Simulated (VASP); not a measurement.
GaCuSe2, 4 atoms in the cell. The structure is tetragonal, space group P4/mmm (No. 123). The conventional cell has a = 3.723 Å, b = 3.723 Å, c = 5.195 Å, α = 90.00°, β = 90.00°, γ = 90.00°. Within 3.4 Å of Se (site symmetry 4/mmm) lie 2 Ga at 2.60 Å and 4 Cu at 2.63 Å. Within 3.4 Å of Se (site symmetry 4/mmm) lie 2 Cu at 2.60 Å and 4 Ga at 2.63 Å. Ga (site symmetry 4/mmm) has 6 Se at 2.60 to 2.63 Å within 3.4 Å. Cu (site symmetry 4/mmm) has 6 Se at 2.60 to 2.63 Å within 3.4 Å. 

```yaml
Program: VASP 6.6.1
Task: single point
Functional: PBE
Potentials_or_basis: VASP PAW PBE potentials, release 64 (Se, Ga_d, Cu)
Cutoff: 520 eV
k_mesh: 7 × 7 × 5
Occupations: fermi-dirac, width 0.05 eV
Spin: no spin polarisation
Dipole_correction: no
Further_INCAR_settings: ALGO = Normal; EDIFF = 1e-06; NBANDS = 26
```

Potentials or basis: VASP PAW PBE potentials, release 64 (Se, Ga_d, Cu).

Launch:

```console
$ cat potpaw_PBE.64/Se/POTCAR potpaw_PBE.64/Ga_d/POTCAR potpaw_PBE.64/Cu/POTCAR > POTCAR
$ mpirun -np 1 vasp_std > vasp.out
```

Hardware: 1 thread of AMD EPYC 7R13 Processor (Zen 3), with other jobs on the host.

**Question.** How long does it take, and how much memory?

**Answer.** Wall time 110 s on 1 thread of AMD EPYC 7R13 Processor (Zen 3) (shared host), peak memory 0.18 GiB. Counts: scf iterations 15, k points 30.
